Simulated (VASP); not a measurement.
Crystal: MoPb.

```
CELL_PARAMETERS angstrom
3.60365 0.00000 0.00000
0.00000 3.60365 0.00000
0.00000 0.00000 3.60365
ATOMIC_POSITIONS crystal
Mo 0.00000 0.00000 0.00000
Pb 0.50000 0.50000 0.50000
```

```yaml
Program: VASP 6.6.1
Task: relaxation of cell and atoms
Functional: PBE
Potentials_or_basis: VASP PAW PBE potentials, release 64 (Mo_sv, Pb_d)
Cutoff: 600 eV
k_mesh: 6 × 6 × 6
Occupations: gaussian, width 0.1 eV
Spin: no spin polarisation
```

At the start: pressure -14.4 GPa; volume 23.40 Å³/atom.

Question: Where does the relaxation end?

Answer: Over 4 steps the energy falls by 187.3 meV/atom and the volume is 19.88 Å³/atom (-15.0 %); space group Pm-3m (No. 221, to 0.05 Å).

Step by step:
```csv
step,energy change (eV),largest force (eV/Å),pressure (GPa),volume (Å³)
1,0.0000,0.0000,-14.36,46.80
2,0.0879,0.0000,30.09,33.98
3,-0.3743,0.0000,-0.64,39.91
4,-0.3747,0.0000,-0.14,39.76
```

Final structure:
```cif
data_structure
_symmetry_space_group_name_H-M 'P 1'
_symmetry_Int_Tables_number 1
_cell_length_a 3.4131
_cell_length_b 3.4131
_cell_length_c 3.4131
_cell_angle_alpha 90.000
_cell_angle_beta 90.000
_cell_angle_gamma 90.000
_cell_volume 39.76
loop_
_atom_site_label
_atom_site_type_symbol
_atom_site_fract_x
_atom_site_fract_y
_atom_site_fract_z
_atom_site_occupancy
Mo1 Mo 0.00000 0.00000 0.00000 1
Pb1 Pb 0.50000 0.50000 0.50000 1
```

Caveat: the volume moved by over 15 % at a fixed basis, so the end points are rough.
